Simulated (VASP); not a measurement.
Write the native input for VASP 6.6.1 that does the following.

| Property | Result |
| --- | --- |
| Task | single point |
| Functional | PBEsol |
| Potentials or basis | VASP PAW PBE potentials, release 64 (Si, Ge_d) |
| Cutoff | 520 eV |
| k mesh | 8 × 8 × 8 |
| Occupations | gaussian, width 0.03 eV |
| Spin | no spin polarisation |
| Dipole correction | no |
| Further INCAR settings | ALGO = Normal; EDIFF = 1e-07; NBANDS = 31 |

The structure of Si7Ge lies in POSCAR:

```
Si7Ge
1.0
    5.5097471666      0.0000000000      0.0000000000
    0.0000000000      5.5097471666      0.0000000000
    0.0000000000      0.0000000000      6.2160967534
Si Ge
7 1
Direct
    0.2525986838      0.2525986838      0.2525986838
    0.0000000000      0.5000000000      0.5000000000
    0.5000000000      0.5000000000      0.0000000000
    0.5000000000      0.0000000000      0.5000000000
    0.7474013162      0.2525986838      0.7474013162
    0.7474013162      0.7474013162      0.2525986838
    0.2525986838      0.7474013162      0.7474013162
    0.0000000000      0.0000000000      0.0000000000
```

This cell differs from its parent crystal: volume 23.588 Å^3 an atom, c/a of the conventional cell 1.1282.

One way to write it, as run:

INCAR

```
ALGO = Normal
EDIFF = 1E-7
ENCUT = 520
GGA = PS
ISIF = 2
ISMEAR = 0
LASPH = T
LCHARG = T
LELF = T
LREAL = F
LVHAR = T
LWAVE = F
NBANDS = 31
NELM = 100
PREC = Accurate
SIGMA = 0.03
```

KPOINTS

```
k-points
0
Gamma
  8 8 8
```

Potentials or basis: VASP PAW PBE potentials, release 64 (Si, Ge_d).

Launch:

```sh
$ cat potpaw_PBE.64/Si/POTCAR potpaw_PBE.64/Ge_d/POTCAR > POTCAR
$ mpirun -np 1 vasp_std > vasp.out
```

It gave:

* Pressure: -9.7 GPa
* Largest force: 0.030 eV/Å
* Band gap on the k mesh: zero (band 21 reaches 4.59 eV, above the bottom of band 22 at 4.51 eV)

Caveat: the PAW data sets were made with another functional, which shifts forces and pressure a little.

Wall time 10 min on 1 thread of AMD EPYC 7R13, on a shared host, peak memory 0.48 GiB.
